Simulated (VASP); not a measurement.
# As in VASP: notebook, part 2 of 2

VASP 6.6.1. The steps go on from the part before.

## (5) Single point, PBE (uniaxial y strain -0.5%)

The input, INCAR:

```
PREC     = Accurate       # precision mode
ENCUT    = 520            # plane-wave cutoff, eV
EDIFF    = 1E-7           # SCF threshold, eV
ISMEAR   = -1             # smearing method
SIGMA    = 0.02           # smearing width, eV
LREAL    = False          # projectors in reciprocal space
LASPH    = True           # aspherical terms in the spheres
NELM     = 60             # most SCF steps
ALGO     = Normal         # electronic algorithm
ISIF     = 2              # what is computed and relaxed
LWAVE    = False          # write WAVECAR
LCHARG   = False          # write CHGCAR
LDIPOL   = True         
IDIPOL   = 3            
DIPOL    = 0.5 0.5 0.336
GGA      = PE             # functional
NBANDS   = 18             # bands
```

The input, KPOINTS:

```
Automatic mesh
0
Gamma
  6 8 1
```

The input, POSCAR:

```
As
1.0
    4.8073442379      0.0000000000      0.0000000000
    0.0000000000      3.6157295696      0.0000000000
    0.0000000000      0.0000000000     28.2703730404
As
4
Direct
    0.0757352366      0.0000000000      0.3777643827
    0.4242647634      0.5000000000      0.3777643827
    0.5757352366      0.5000000000      0.2943173041
    0.9242647634      0.0000000000      0.2943173041
```

Potentials or basis: VASP PAW PBE potentials, release 64 (As).

Run with:

```console
cat potpaw_PBE.64/As/POTCAR > POTCAR
mpirun -np 1 vasp_std > vasp.out
```

OUTCAR:

```text
PREC = Accurate
   ENCUT = 520
   EDIFF = 1E-7
   ISMEAR = -1
   LREAL = False
   LASPH = True
   NELM = 60
   ISIF = 2
   GGA = PE

 ion  position               nearest neighbor table
   1  0.076  0.000  0.378-   2 2.46   2 2.46   4 2.47
   2  0.424  0.500  0.378-   1 2.46   1 2.46   3 2.47
   3  0.576  0.500  0.294-   4 2.46   4 2.46   2 2.47
   4  0.924  0.000  0.294-   3 2.46   3 2.46   1 2.47

  LATTYP: Found a simple orthorhombic cell.
 ALAT       =     3.6157295696
 B/A-ratio  =     1.3295641019
 C/A-ratio  =     7.8187188771

  Lattice vectors:

 A1 = (   0.0000000000,  -3.6157295696,   0.0000000000)
 A2 = (   4.8073442379,   0.0000000000,   0.0000000000)
 A3 = (   0.0000000000,   0.0000000000,  28.2703730404)

Analysis of symmetry for initial positions (statically):
=====================================================================
 Subroutine PRICEL returns:
 Original cell was already a primitive cell.

 Routine SETGRP: Setting up the symmetry group for a
 simple orthorhombic supercell.

 Subroutine GETGRP returns: Found  8 space group operations
 (whereof  2 operations were pure point group operations)
 out of a pool of  8 trial point group operations.

The static configuration has the point symmetry C_1h.
 The point group associated with its full space group is D_2h.

Analysis of symmetry for dynamics (positions and initial velocities):
=====================================================================
 Subroutine PRICEL returns:
 Original cell was already a primitive cell.

 Routine SETGRP: Setting up the symmetry group for a
 simple orthorhombic supercell.

 Subroutine GETGRP returns: Found  8 space group operations
 (whereof  2 operations were pure point group operations)
 out of a pool of  8 trial point group operations.

The dynamic configuration has the point symmetry C_1h.
 The point group associated with its full space group is D_2h.

 Subroutine INISYM returns: Found  8 space group operations
 (whereof  2 operations are pure point group operations),
[... 121 lines left out ...]
   LHFCALC =     F    Hartree Fock is set to
   AEXX    =    0.0000 exact exchange contribution
   IVDW    =     0    specifies the selected vdW correction
   LEPSILON=     F    determine dielectric tensor
   LRPA    =     F    only Hartree local field effects (RPA)
 non-spin polarized calculation
  energy-cutoff  :      520.00
  volume of cell :      491.40
 maximum number of plane-waves:     13292
 NGX is ok and might be reduce to    36
   NGX = 17   NGY = 13   NGZ =105

 dipolmoment           0.000000      0.000000     -0.000013 electrons x Angstroem

 number of electron      19.9999995 magnetization

 dipolmoment           0.000000      0.000000      0.000000 electrons x Angstroem

 Free energy of the ion-electron system (eV)
  ---------------------------------------------------
  ext. energy  EPLUGINS =         0.00000000
  ---------------------------------------------------
  free energy    TOTEN  =       -18.48394901 eV

  energy without entropy =      -18.48394901  energy(sigma->0) =      -18.48394901

 E-fermi :  -2.6066     XC(G=0):  -2.2203

 val. band max:       -3.0409614427   @ k =   0.0000   0.0000   0.0000
 cond. band min:      -2.1642662911   @ k =   0.0000   0.0000   0.0000
 fundamental gap:      0.8766951516
 Fermi energy:        -2.6065913295

 k-point     1 :       0.0000    0.0000    0.0000
  band No.  band energies     occupation
      1     -17.1702      2.00000
      2     -15.0600      2.00000
      3     -12.3020      2.00000
      4      -9.0564      2.00000
      5      -7.7229      2.00000
      6      -6.7742      2.00000
[... 397 lines left out ...]
      5      -7.5303      2.00000
      6      -7.5303      2.00000
[... 10 lines left out ...]
     17       3.0685      0.00000
     18       3.0685      0.00000

------------------------ aborting loop because EDIFF is reached ----------------------------------------

 vacuum level on the upper side and lower side of the slab       (xc-potential included)        -0.012        -0.012

  FORCE on cell =-STRESS in cart. coord.  units (eV):
  Direction    XX          YY          ZZ          XY          YZ          ZX
  --------------------------------------------------------------------------------------
  -------------------------------------------------------------------------------------
  Total        1.4699635      1.7733592      1.2187060      0.0000000      0.0000000      0.0000000
  in kB        4.7927462      5.7819536      3.9735329      0.0000000      0.0000000      0.0000000
  external PRESSURE =       4.8494109 kB  Pullay stress =       0.0000000 kB

 VOLUME and BASIS-vectors are now :
 -----------------------------------------------------------------------------
  energy-cutoff  :      520.00
  volume of cell :      491.40
      direct lattice vectors                 reciprocal lattice vectors
     4.807344238  0.000000000  0.000000000     0.208015060  0.000000000  0.000000000
     0.000000000  3.615729570  0.000000000     0.000000000  0.276569356  0.000000000
     0.000000000  0.000000000 28.270373040     0.000000000  0.000000000  0.035372720

 POSITION                                       TOTAL-FORCE (eV/Angst)
 -----------------------------------------------------------------------------------
      0.36409      0.00000     10.67954        -0.309703     -0.000000      0.258823
      2.03959      1.80786     10.67954         0.309703      0.000000      0.258823
      2.76776      1.80786      8.32046        -0.309703      0.000000     -0.258823
      4.44326      0.00000      8.32046         0.309703     -0.000000     -0.258823
 -----------------------------------------------------------------------------------
    total drift:                               -0.000000      0.000000      0.000003

  FREE ENERGIE OF THE ION-ELECTRON SYSTEM (eV)
  ---------------------------------------------------
  free  energy   TOTEN  =       -18.4839490092 eV

  energy  without entropy=      -18.4839490092  energy(sigma->0) =      -18.48394901

 vacuum level on the upper side and lower side of the slab         1.647         1.647
```

It took 5.7 min on 1 thread of Intel Xeon Platinum 8259CL at 2.50GHz (Skylake/Cascade Lake), shared host; peak memory 0.55 GiB.

What came out:

* Free energy: -18.4839 eV
* Largest force: 0.404 eV/Å
* Band gap on the k mesh: 0.88 eV, direct

Forces on the atoms (eV/Å):
```
As  -0.310  0.000  0.259
As   0.310  0.000  0.259
As  -0.310  0.000 -0.259
As   0.310  0.000 -0.259
```

Levels at points of the mesh, in eV from the valence-band top:
| k point | band 6 | band 7 | band 8 | band 9 | band 10 | band 11 | band 12 | band 13 | band 14 | band 15 |
| --- | --- | --- | --- | --- | --- | --- | --- | --- | --- | --- |
| (0.00, 0.00, 0.00) | -3.73 | -2.61 | -1.48 | -1.05 | 0.00 | 0.88 | 2.13 | 2.61 | 3.32 | 4.28 |
| (0.50, 0.00, 0.00) | -2.68 | -1.73 | -1.73 | -0.75 | -0.75 | 1.65 | 1.65 | 3.12 | 3.12 | 3.34 |
| (0.00, 0.50, 0.00) | -3.77 | -2.33 | -2.33 | -1.74 | -1.74 | 1.24 | 1.24 | 2.01 | 2.01 | 3.37 |
| (0.50, 0.50, 0.00) | -4.49 | -3.96 | -3.96 | -1.21 | -1.21 | 2.59 | 2.59 | 4.19 | 4.19 | 5.84 |

Caveat: the cell differs from its parent crystal (uniaxial y strain -0.5%).

## (6) Single point, PBE

This run uses another cell than the first one, of 123.47 Å³/atom, 1.052 times its volume.

The input, INCAR:

```
SYSTEM = As
PREC     = Accurate       ! precision mode
ENCUT    = 520            ! plane-wave cutoff, eV
EDIFF    = 1E-7           ! SCF threshold, eV
ISMEAR   = -1             ! smearing method
SIGMA    = 0.02           ! smearing width, eV
LREAL    = .FALSE.        ! projectors in reciprocal space
LASPH    = .TRUE.         ! aspherical terms in the spheres
NELM     = 100            ! most SCF steps
ALGO     = Normal         ! electronic algorithm
ISIF     = 2              ! what is computed and relaxed
LWAVE    = .FALSE.        ! write WAVECAR
LCHARG   = .FALSE.        ! write CHGCAR
LDIPOL   = .TRUE.       
IDIPOL   = 3            
DIPOL    = 0.5 0.5 0.336
GGA      = PE             ! functional
NBANDS   = 18             ! bands
```

The input, KPOINTS:

```
Automatic mesh
0
G
  6 8 1
  0 0 0
```

The input, POSCAR:

```
As
1.0
    4.8073442379      0.0000000000      0.0000000000
    0.0000000000      3.6338990649      0.0000000000
    0.0000000000      0.0000000000     28.2703730404
As
4
Direct
    0.0760355964      0.0000000000      0.3777315128
    0.4239644036      0.5000000000      0.3777315128
    0.5760355964      0.5000000000      0.2943501740
    0.9239644036      0.0000000000      0.2943501740
```

Potentials or basis: VASP PAW PBE potentials, release 64 (As).

Run with:

```console
cat potpaw_PBE.64/As/POTCAR > POTCAR
mpirun -np 1 vasp_std > vasp.out
```

It took 5.7 min on 1 thread of Intel Xeon Platinum 8259CL at 2.50GHz (Skylake/Cascade Lake), shared host; peak memory 0.54 GiB.

The run converged. Its results:

```
Free energy            : -18.4891 eV
Largest force          : 0.401 eV/Å
Band gap on the k mesh : 0.91 eV, direct
```

Forces in eV/Å, atoms in the order of the input:
```
As  -0.303  0.000  0.263
As   0.303  0.000  0.263
As  -0.303  0.000 -0.263
As   0.303  0.000 -0.263
```

Levels at points of the mesh, in eV from the valence-band top:
```csv
k point,band 7,band 8,band 9,band 10,band 11,band 12,band 13,band 14
"(0.00, 0.00, 0.00)",-2.65,-1.44,-1.09,0.00,0.91,2.08,2.54,3.28
"(0.50, 0.00, 0.00)",-1.77,-1.77,-0.77,-0.77,1.60,1.60,3.14,3.14
"(0.00, 0.50, 0.00)",-2.32,-2.32,-1.74,-1.74,1.26,1.26,2.03,2.03
"(0.50, 0.50, 0.00)",-3.94,-3.94,-1.20,-1.20,2.60,2.60,4.19,4.19
```

## (7) Single point, r2SCAN (strain -2.5%)

The input, POSCAR:

```
As
1.0
    4.6871606320      0.0000000000      0.0000000000
    0.0000000000      3.5430515883      0.0000000000
    0.0000000000      0.0000000000     28.2703730404
As
4
Direct
    0.0706069046      0.0000000000      0.3780525463
    0.4293930954      0.5000000000      0.3780525463
    0.5706069046      0.5000000000      0.2940291405
    0.9293930954      0.0000000000      0.2940291405
```

The input, INCAR.step1:

```
SYSTEM = As
PREC     = Accurate       ! precision mode
ENCUT    = 520            ! plane-wave cutoff, eV
ISMEAR   = 0              ! smearing method
SIGMA    = 0.01           ! smearing width, eV
LREAL    = .FALSE.        ! projectors in reciprocal space
LASPH    = .TRUE.         ! aspherical terms in the spheres
NELM     = 100            ! most SCF steps
LDIPOL   = .TRUE.       
IDIPOL   = 3            
DIPOL    = 0.5 0.5 0.336
NBANDS   = 18             ! bands
GGA      = PE             ! functional
ALGO     = Normal         ! electronic algorithm
EDIFF    = 1E-4           ! SCF threshold, eV
LWAVE    = .TRUE.         ! write WAVECAR
LCHARG   = .FALSE.        ! write CHGCAR
```

The input, INCAR.step2:

```
SYSTEM = As
PREC     = Accurate       ! precision mode
ENCUT    = 520            ! plane-wave cutoff, eV
EDIFF    = 1E-6           ! SCF threshold, eV
ISMEAR   = 0              ! smearing method
SIGMA    = 0.01           ! smearing width, eV
LREAL    = .FALSE.        ! projectors in reciprocal space
LASPH    = .TRUE.         ! aspherical terms in the spheres
NELM     = 100            ! most SCF steps
ALGO     = Normal         ! electronic algorithm
ISIF     = 2              ! what is computed and relaxed
LWAVE    = .FALSE.        ! write WAVECAR
LCHARG   = .TRUE.         ! write CHGCAR
LDIPOL   = .TRUE.       
IDIPOL   = 3            
DIPOL    = 0.5 0.5 0.336
METAGGA  = R2SCAN         ! meta-GGA
LMIXTAU  = .TRUE.       
LELF     = .TRUE.         ! ELF
LVHAR    = .TRUE.       
LVACPOTAV= .TRUE.       
NBANDS   = 18             ! bands
ISTART   = 1
```

KPOINTS is that of step 6.

Run with:

```console
cat potpaw_PBE.64/As/POTCAR > POTCAR
cp INCAR.step1 INCAR
mpirun -np 1 vasp_std > vasp.out
cp INCAR.step2 INCAR
mpirun -np 1 vasp_std > vasp.out
```

Wall time 18 min (1 thread of Intel Xeon Platinum 8259CL at 2.50GHz (Skylake/Cascade Lake), shared host); peak memory 0.57 GiB.

The run converged. Its results:

- Free energy: -58.5849 eV
- Largest force: 0.040 eV/Å
- Band gap on the k mesh: 0.84 eV, direct

Forces in eV/Å, atoms in the order of the input:
```
As  -0.032  0.000  0.024
As   0.032  0.000  0.024
As  -0.032  0.000 -0.024
As   0.032  0.000 -0.024
```

Levels at points of the mesh, in eV from the valence-band top:
```tsv
k point	band 8	band 9	band 10	band 11	band 12	band 13
(0.00, 0.00, 0.00)	-1.82	-1.04	0.00	0.84	2.68	3.25
(0.50, 0.00, 0.00)	-1.70	-0.59	-0.59	2.14	2.14	3.31
(0.00, 0.50, 0.00)	-2.50	-1.88	-1.88	1.45	1.45	2.08
(0.50, 0.50, 0.00)	-4.29	-1.44	-1.44	2.88	2.88	4.74
```

Caveat: the cell differs from its parent crystal (strain -2.5%); the PAW data sets were made with another functional, which shifts forces and pressure a little.

## (8) Overview

```csv
level,cell,smearing,gap on the mesh (eV),largest force (eV/Å)
PBE,"a = 4.687, b = 3.543, c = 28.270 Å, 4 atoms",fermi-dirac 0.02 eV,0.64,0.45
PBE,"a = 4.687, b = 3.634, c = 28.270 Å, 4 atoms",fermi-dirac 0.02 eV,0.77,0.42
PBE,"a = 4.759, b = 3.598, c = 28.270 Å, 4 atoms",fermi-dirac 0.02 eV,0.80,0.42
PBE,"a = 4.807, b = 3.616, c = 28.270 Å, 4 atoms",fermi-dirac 0.02 eV,0.88,0.40
PBE,"a = 4.807, b = 3.634, c = 28.270 Å, 4 atoms",fermi-dirac 0.02 eV,0.91,0.40
r2SCAN,"a = 4.687, b = 3.543, c = 28.270 Å, 4 atoms",gaussian 0.01 eV,0.84,0.04
```

Alike in all rows: task single point; potentials or basis VASP PAW PBE potentials, release 64 (As); no spin polarisation; k mesh 6 × 8 × 1; cutoff (eV) 520.

Caveats: the PAW data sets were made with another functional, which shifts forces and pressure a little (some runs).

Total energies depend on the potentials used, so only differences within one code and one set of settings carry meaning.
